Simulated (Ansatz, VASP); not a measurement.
## BaTiO3 in VASP and in Ansatz

```xyz
5
Lattice="2.9365 1.6954 2.4070 -2.9365 1.6954 2.4070 0.0000 -3.3908 2.4070" Properties=species:S:1:pos:R:3 pbc="T T T"
Ba    0.0000    0.0000    0.0000
Ti    0.0000    0.0000    3.7115
O     0.0000   -1.6612    4.7290
O    -1.4386    0.8306    4.7290
O     1.4386    0.8306    4.7290
```

Alike in both runs: task single point; functional r2SCAN; k mesh 6 × 6 × 6; occupations gaussian, width 0.02 eV; collinear spin; Hubbard terms Ti d U = 4.0 eV.

|  | VASP | Ansatz |
| --- | --- | --- |
| version | VASP 6.6.1 | Ansatz 0.2.0 |
| potentials or method | VASP PAW PBE potentials, release 64 (Ba_sv, Ti_sv, O), cutoff 520 eV | scalar-relativistic, plane waves, PAW |
| valence electrons in the cell | 40 | 40 |

```tsv
	VASP	Ansatz	Ansatz less VASP
gap on the k mesh at the Fermi level (eV)	2.86	2.84	-0.025
least direct gap on the mesh (eV)	3.34	3.30	-0.035
pressure (GPa)	-10.5	-13.2	-2.71
traceless stress, the component that is largest in VASP (GPa)	0.18	0.50	+0.321
rms of the force components (eV/Å)	0.056	0.280	+0.2238
net moment per atom (μB)	0.00	0.00	0.000
```

VASP's potentials were made for PBE, not for r2SCAN. The programs project onto different local orbitals, so the same U acts differently, and such runs can settle in different states. Atom by atom the forces differ by 0.241 eV/Å (rms over components). Ansatz's warnings: given moment on shells, seeded moment not kept, stability check not made.

Neither program's run includes spin-orbit coupling.
